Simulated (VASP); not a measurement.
Input of a VASP 6.6.1 run:

File INCAR:

```
  PREC = Accurate
  ENCUT = 520
  EDIFF = 1E-8
  ISMEAR = 0
  SIGMA = 0.01
  LREAL = False
  LASPH = True
  NELM = 80
  ALGO = Normal
  ISIF = 2
  LWAVE = False
  LCHARG = False
  METAGGA = R2SCAN
  LMIXTAU = True
  LCALCEPS = True
```

The input KPOINTS:

```
Automatic mesh
0
Gamma
  6 6 6
```

POSCAR

```
GaAs
1.0
    0.0000000000      2.7480925426      2.7480925426
    2.7480925426      0.0000000000      2.7480925426
    2.7480925426      2.7480925426      0.0000000000
Ga As
1 1
Direct
    0.0000000000      0.0000000000      0.0000000000
    0.2500000000      0.2500000000      0.2500000000
```

Potentials or basis: VASP PAW PBE potentials, release 64 (Ga_d, As).

Run with:

```bash
$ cat potpaw_PBE.64/Ga_d/POTCAR potpaw_PBE.64/As/POTCAR > POTCAR
$ mpirun -np 1 vasp_std > vasp.out
```

**Question.** Estimate the electronic dielectric tensor (diagonal).

**Answer.** 10.02.

**Question.** Predict the Born charges (mean of the diagonal).

**Answer.** Ga +1.98; As -1.98 e.

**Question.** Estimate the band gap on the k mesh.

**Answer.** 1.58 eV (least direct gap 1.70 eV).

Electronic dielectric tensor:
```
10.02  0.00  0.00
 0.00 10.02  0.00
 0.00  0.00 10.02
```

Caveat: the cell differs from its parent crystal (strain -3.0%). A k mesh can miss the band edges.
